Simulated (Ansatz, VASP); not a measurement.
**CdF3: VASP beside Ansatz**

```
CELL_PARAMETERS angstrom
5.48772 0.00000 0.00000
0.00000 3.73706 0.00000
0.00000 0.00000 6.22263
ATOMIC_POSITIONS crystal
Cd 0.50000 0.00000 0.84896
Cd 0.00000 0.50000 0.15104
F 0.75559 0.00000 0.14616
F 0.24441 0.00000 0.14616
F 0.25559 0.50000 0.85384
F 0.74441 0.50000 0.85384
F 0.50000 0.00000 0.51667
F 0.00000 0.50000 0.48333
```

Alike in both runs: functional PBE; k mesh 4 × 4 × 4; occupations gaussian, width 0.1 eV; no spin polarisation.

Ansatz relaxed the structure, and its values are those at the end. VASP's run is a single point on that final structure, the one shown.

```csv
,VASP,Ansatz
version,VASP 6.6.1,Ansatz 0.2.0
potentials or method,"VASP PAW PBE potentials, release 64 (Cd_sv_GW, F), cutoff 700 eV","scalar-relativistic, plane waves, PAW"
valence electrons in the cell,82,82
```

Ansatz gave:

| Item | Value |
| --- | --- |
| gap on the k mesh at the Fermi level (eV) | none |
| pressure (GPa) | 0.0 |
| rms of the force components (eV/Å) | 0.003 |

Problem. Which values does VASP return?

Solution. gap on the k mesh at the Fermi level (eV): none; pressure (GPa): -0.3; rms of the force components (eV/Å): 0.021.

A gap of «none» marks a metal or a gap that the smearing closes.

The k mesh is coarse, so the values compare programs but aren't converged.
